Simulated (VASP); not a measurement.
Wanted: the native input for a VASP 6.6.1 run.

```yaml
Task: single point
Functional: LDA
Potentials_or_basis: VASP PAW LDA potentials, release 64 (Y_sv, In_d, Cu)
Cutoff: 520 eV
k_mesh: 8 × 8 × 8
Occupations: fermi-dirac, width 0.05 eV
Spin: no spin polarisation
Dipole_correction: no
Further_INCAR_settings: ALGO = Normal; EDIFF = 1e-07; NBANDS = 43
```

The structure of YInCu4 lies in POSCAR:

```
YInCu4
1.0
    0.0000000000      3.5201705576      3.5201705576
    3.5201705576      0.0000000000      3.5201705576
    3.5201705576      3.5201705576      0.0000000000
Y In Cu
1 1 4
Direct
    0.0000000000      0.0000000000      0.0000000000
    0.2500000000      0.2500000000      0.2500000000
    0.6245529542      0.1263411375      0.6245529542
    0.6245529542      0.6245529542      0.1263411375
    0.6245529542      0.6245529542      0.6245529542
    0.1263411375      0.6245529542      0.6245529542
```

These files were run (other wordings do the same):

INCAR

```
SYSTEM = YInCu4
PREC = Accurate
ENCUT = 520
EDIFF = 1E-7
ISMEAR = -1
SIGMA = 0.05
LREAL = .False.
LASPH = .True.
NELM = 100
ALGO = Normal
ISIF = 2
LWAVE = .False.
LCHARG = .False.
NBANDS = 43
```

KPOINTS

```
Automatic mesh
0
Gamma
  8 8 8
  0 0 0
```

Potentials or basis: VASP PAW LDA potentials, release 64 (Y_sv, In_d, Cu).

Command:

```bash
$ cat potpaw_LDA.64/Y_sv/POTCAR potpaw_LDA.64/In_d/POTCAR potpaw_LDA.64/Cu/POTCAR > POTCAR
$ mpirun -np 1 vasp_std > vasp.out
```

It gave:

* Pressure: 0.5 GPa
* Largest force: 0.006 eV/Å
* Band gap on the k mesh: zero (band 34 reaches 7.98 eV, above the bottom of band 35 at 7.78 eV)

Caveat: spin-orbit coupling is left out, which moves the levels of the heavy elements.

Wall time 6.5 min on 1 thread of Oxide Virtual Turin-like Processor, with other jobs on the host, peak memory 0.24 GiB.
